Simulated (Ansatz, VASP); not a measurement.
**BAs: VASP beside Ansatz**

```
B As
1.0
     0.00000    2.57958    2.57958
     2.57958    0.00000    2.57958
     2.57958    2.57958    0.00000
B As
1 1
Direct
  0.00000 0.00000 0.00000
  0.75000 0.75000 0.75000
```

Change from the starting cell: strain +0.080 along x and y, +0.080 along z, atoms carried along.

Alike in both runs: task single point; functional r2SCAN; k mesh 10 × 10 × 10; occupations gaussian, width 0.05 eV; no spin polarisation.

```csv
,VASP,Ansatz
version,VASP 6.6.1,Ansatz 0.2.0
potentials or method,"VASP PAW PBE potentials, release 64 (B, As), cutoff 520 eV","scalar-relativistic, plane waves, PAW"
valence electrons in the cell,8,18
```

```csv
,VASP,Ansatz,Ansatz less VASP
gap on the k mesh at the Fermi level (eV),1.57,1.57,-0.005
least direct gap on the mesh (eV),2.30,2.29,-0.011
pressure (GPa),-19.9,-19.9,+0.02
```

VASP's potentials were made for PBE, not for r2SCAN. The functional is the same, so the differences come from potentials, cutoffs and numerics. VASP's potentials hold 8 valence electrons a cell and Ansatz's 18, so a difference there can come from the potentials and not from the codes.
